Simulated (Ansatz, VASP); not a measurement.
One calculation of W, two programs

```
W
1.0
     6.31875    0.00000    0.00000
     0.00000    6.31875    0.00000
     0.00000    0.00000   26.53325
W
20
Direct
  0.25000 0.75000 0.30151
  0.25000 0.25000 0.30151
  0.75000 0.75000 0.30151
  0.75000 0.25000 0.30151
  0.50000 0.50000 0.36104
  0.50000 0.00000 0.36104
  0.00000 0.50000 0.36104
  0.00000 0.00000 0.36104
  0.75136 0.25132 0.42061
  0.74839 0.74815 0.42069
  0.24825 0.24828 0.42064
  0.25220 0.75217 0.42064
  0.99642 0.99469 0.48104
  0.00423 0.50421 0.48087
  0.50469 0.00454 0.48057
  0.49463 0.49626 0.48098
  0.27695 0.77720 0.53948
  0.22003 0.22091 0.53710
  0.72070 0.71976 0.53709
  0.77978 0.27928 0.53764
```

Alike in both runs: task single point; functional PBE; dispersion D3(BJ); k mesh 3 × 3 × 1; occupations gaussian, width 0.1 eV; no spin polarisation.

|  | VASP | Ansatz |
| --- | --- | --- |
| version | VASP 6.6.1 | Ansatz 0.2.0 |
| potentials or method | VASP PAW PBE potentials, release 64 (W_sv), cutoff 520 eV | scalar-relativistic, plane waves, PAW |
| valence electrons in the cell | 280 | 280 |

VASP gave:

| Item | Value |
| --- | --- |
| gap on the k mesh at the Fermi level (eV) | none |
| rms of the force components (eV/Å) | 0.501 |
| work function, face that differs most (eV) | 4.16 |

Q: Estimate Ansatz's values.

A: gap on the k mesh at the Fermi level (eV): none; rms of the force components (eV/Å): 0.504; work function, face that differs most (eV): 4.15.

Atom by atom the forces differ by 0.020 eV/Å (rms over components). A gap of «none» marks a metal or a gap that the smearing closes.

Spin-orbit coupling is off throughout.
